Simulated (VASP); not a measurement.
BeS, 2 atoms in the cell. It takes space group F-43m (No. 216, cubic). The conventional cell has a = 4.784 Å, b = 4.784 Å, c = 4.784 Å, α = 90.00°, β = 90.00°, γ = 90.00°. Be (site symmetry -43m) has 4 S at 2.07 Å within 2.7 Å. Within 2.7 Å of S (site symmetry -43m) lie 4 Be at 2.07 Å.  This cell differs from its parent crystal: volume scaled by 0.96.

| Property | Result |
| --- | --- |
| Program | VASP 6.6.1 |
| Task | single point |
| Functional | PBE |
| Potentials or basis | VASP PAW PBE potentials, release 64 (Be, S) |
| Cutoff | 520 eV |
| k mesh | 9 × 9 × 9 |
| Occupations | fermi-dirac, width 0.02 eV |
| Spin | no spin polarisation |
| Dipole correction | no |
| Further INCAR settings | ALGO = Normal; EDIFF = 1e-06; NBANDS = 11 |

Potentials or basis: VASP PAW PBE potentials, release 64 (Be, S).

Run with:

```bash
$ cat potpaw_PBE.64/Be/POTCAR potpaw_PBE.64/S/POTCAR > POTCAR
$ mpirun -np 1 vasp_std > vasp.out
```

Hardware: 1 thread of Intel(R) Xeon(R) Platinum 8259CL CPU @ 2.50GHz (Skylake/Cascade Lake) (shared host).

Q: How long does it take, and how much memory?

A: It took 32 s on 1 thread of Intel(R) Xeon(R) Platinum 8259CL CPU @ 2.50GHz (Skylake/Cascade Lake) (shared host), peak memory 0.15 GiB. Counts: scf iterations 12, k points 35.
